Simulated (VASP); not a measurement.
Wanted: the native input for a VASP 6.6.1 run.

| Item | Value |
| --- | --- |
| Task | relaxation of cell and atoms |
| Functional | PBE |
| Potentials or basis | VASP PAW PBE potentials, release 64 (Al, As) |
| Cutoff | 600 eV |
| k mesh | 8 × 8 × 8 |
| Occupations | gaussian, width 0.1 eV |
| Spin | no spin polarisation |
| Dipole correction | no |
| Further INCAR settings | ALGO = Normal; EDIFF = 1e-06; IBRION = 2; EDIFFG = -0.01; NSW = 100; ISIF = 3 |

The structure of Al5As lies in POSCAR:

```
Al5As
1.0
    0.0000000000      4.5787111553      4.5787111553
    4.5787111553      0.0000000000      4.5787111553
    4.5787111553      4.5787111553      0.0000000000
Al As
5 1
Direct
    0.4007009684      0.7978970947      0.4007009684
    0.4007009684      0.4007009684      0.4007009684
    0.7978970947      0.4007009684      0.4007009684
    0.4007009684      0.4007009684      0.7978970947
    0.0000000000      0.0000000000      0.0000000000
    0.2500000000      0.2500000000      0.2500000000
```

These files were run (other wordings do the same):

INCAR

```
PREC = Accurate
ENCUT = 600
EDIFF = 1E-6
ISMEAR = 0
SIGMA = 0.1
LREAL = False
LASPH = True
NELM = 100
ALGO = Normal
ISIF = 3
LWAVE = False
LCHARG = False
GGA = PE
IBRION = 2
NSW = 100
EDIFFG = -0.01
```

KPOINTS

```
regular mesh
0
Gamma
  8 8 8
```

Potentials or basis: VASP PAW PBE potentials, release 64 (Al, As).

Launch:

```sh
$ cat potpaw_PBE.64/Al/POTCAR potpaw_PBE.64/As/POTCAR > POTCAR
$ mpirun -np 1 vasp_std > vasp.out
```

It gave:

The relaxed volume is 32.20 Å³/atom, the relaxed cell is a = 6.489 Å, b = 6.489 Å, c = 6.489 Å, α = 60.00°, β = 60.00°, γ = 60.00° and the space group after relaxing (to 0.05 Å) is F-43m (No. 216). The energy gained by relaxing is 0.2 meV/atom, the ionic steps are 2 and the pressure after relaxing is 0.0 GPa. The band gap on the k mesh is zero (band 10 reaches 3.33 eV, above the bottom of band 11 at 2.21 eV).

Wall time 110 s on 1 thread of Intel(R) Xeon(R) 6975P-C (Granite Rapids) (shared host), peak memory 0.45 GiB.
